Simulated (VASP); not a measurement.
Wanted: the native input for a VASP 6.6.1 run.

| Item | Value |
| --- | --- |
| Task | single point |
| Functional | LDA |
| Potentials or basis | VASP PAW LDA potentials, release 64 (Tc_pv, Li_sv) |
| Cutoff | 520 eV |
| k mesh | 2 × 2 × 2 |
| Occupations | fermi-dirac, width 0.15 eV |
| Spin | no spin polarisation |
| Dipole correction | no |
| Further INCAR settings | ALGO = Normal; EDIFF = 1e-06; NBANDS = 92 |

The structure of LiTc12 (a cell with a defect) lies in POSCAR:

```
LiTc12
1.0
    5.4800000000      0.0000000000      0.0000000000
   -4.1100000000      7.1187290000      0.0000000000
    0.0000000000      0.0000000000      4.3949600000
Tc Li
12 1
Direct
    0.0708730277      0.0314803387     -0.0092378543
    0.1741287482      0.2208821266      0.4910624898
   -0.0210917902      0.3281063235     -0.0321504633
    0.2000462622      0.5804266464      0.4947257768
    0.0236997224      0.6670010897     -0.0146303948
    0.1711496818      0.9031387485      0.5295156270
    0.5149465801      0.0049166080      0.0366328704
    0.6982477471      0.2395371421      0.5034630577
    0.5298387218      0.3480817994      0.0091240876
    0.6659531120      0.5400542709      0.5078772048
    0.4718612459      0.6499755785     -0.0504668984
    0.6575849684      0.9145171842      0.5629857837
    0.7582625040      0.7846906379      0.2187960755
```

The input as run:

INCAR

```
SYSTEM = LiTc12
ALGO = Normal
EDIFF = 1E-6
ENCUT = 520
GGA = CA
ISIF = 2
ISMEAR = -1
LASPH = .True.
LCHARG = .True.
LELF = .True.
LREAL = .False.
LVHAR = .True.
LWAVE = .False.
NBANDS = 92
NELM = 80
PREC = Accurate
SIGMA = 0.15
```

KPOINTS

```
k-points
0
Gamma
  2 2 2
  0 0 0
```

Potentials or basis: VASP PAW LDA potentials, release 64 (Tc_pv, Li_sv).

The run is started by

```sh
$ cat potpaw_LDA.64/Tc_pv/POTCAR potpaw_LDA.64/Li_sv/POTCAR > POTCAR
$ mpirun -np 1 vasp_std > vasp.out
```

Results of the run:

The largest force is 2.885 eV/Å.

Caveat: the k points lie up to 0.71 Å⁻¹ apart.

Run time: 3.5 min on 1 thread of Intel(R) Xeon(R) Platinum 8259CL CPU @ 2.50GHz (Skylake/Cascade Lake), on a shared host, peak memory 0.28 GiB.
